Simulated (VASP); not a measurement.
**Ho3N: single point with PBE**

Crystal: Ho3N.

```
CELL_PARAMETERS angstrom
-1.77164 1.77164 7.07716
1.77164 -1.77164 7.07716
1.77164 1.77164 -7.07716
ATOMIC_POSITIONS crystal
Ho 0.66355 0.66355 0.00000
Ho 0.33645 0.33645 0.00000
Ho 0.00000 0.00000 0.00000
N 0.50000 0.50000 0.00000
```

The cell was generated, and may not be a known phase.

```yaml
Program: VASP 6.6.1
Task: single point
Functional: PBE
Potentials_or_basis: VASP PAW PBE potentials, release 64 (Ho_3, N), 4f in core
Cutoff: 600 eV
k_mesh: 14 × 14 × 14
Occupations: gaussian, width 0.1 eV
Spin: no spin polarisation
```

| Item | Value |
| --- | --- |
| Pressure | 0.7 GPa |
| Largest force | 0.057 eV/Å |
| Band gap on the k mesh | zero (bands 16 and 17 overlap by 1.10 eV) |

Forces on the atoms (eV/Å):
```
Ho   0.000  0.000  0.057
Ho   0.000  0.000 -0.057
Ho   0.000  0.000  0.000
N    0.000  0.000  0.000
```

Stress tensor (GPa, compression positive):
```
0.56 0.00 0.00
0.00 0.56 0.00
0.00 0.00 0.96
```

Levels at points of the mesh, in eV from the Fermi level:
```tsv
k point	band 12	band 13	band 14	band 15	band 16	band 17	band 18	band 19	band 20	band 21
(0.00, 0.00, 0.00)	-3.33	-2.15	-1.97	-1.97	-0.76	-0.48	1.36	1.82	1.82	2.37
(0.50, 0.00, 0.00)	-3.99	-3.59	-1.50	-1.05	-0.14	0.80	1.07	1.20	1.75	2.37
(0.50, 0.50, 0.00)	-3.04	-2.93	-1.83	-1.04	-0.82	-0.48	0.51	1.20	3.80	3.83
(0.50, 0.50, 0.50)	-3.11	-2.27	-2.01	-2.01	-1.25	0.99	1.11	2.34	2.34	3.01
```

It took 15 min on 1 thread of Intel(R) Xeon(R) 6975P-C (Granite Rapids) (shared host), peak memory 0.89 GiB.

Caveat: spin-orbit coupling is left out, which moves the levels of the heavy elements; the 4f electrons are frozen in the core, so they carry no moment and show no levels; the run has no spin polarisation, though such a crystal can be magnetic. With open d or f shells a metallic result of PBE can be an artefact of self-interaction; +U or a hybrid may open a gap.
